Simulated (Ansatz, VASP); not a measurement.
## Mg2O: VASP beside Ansatz

```xyz
3
Lattice="3.0949 0.0000 0.0000 -1.5475 2.6803 0.0000 0.0000 0.0000 5.0124" Properties=species:S:1:pos:R:3 pbc="T T T"
Mg    0.0000    1.7868    1.2393
Mg    1.5475    0.8934    3.7732
O     0.0000    0.0000    0.0000
```

Alike in both runs: functional PBE; k mesh 12 × 12 × 8; occupations gaussian, width 0.1 eV; no spin polarisation.

Ansatz relaxed the structure, and its values are those at the end. VASP's run is a single point on that final structure, the one shown.

```csv
,VASP,Ansatz
version,VASP 6.6.1,Ansatz 0.2.0
potentials or method,"VASP PAW PBE potentials, release 64 (Mg, O), cutoff 520 eV","scalar-relativistic, plane waves, PAW"
valence electrons in the cell,10,26
```

```tsv
	VASP	Ansatz	Ansatz less VASP
gap on the k mesh at the Fermi level (eV)	none	none	-
pressure (GPa)	-0.4	0.0	+0.39
rms of the force components (eV/Å)	0.006	0.000	-0.0054
```

A gap of «none» marks a metal or a gap that the smearing closes. VASP's potentials hold 10 valence electrons a cell and Ansatz's 26, so a difference there can come from the potentials and not from the codes.
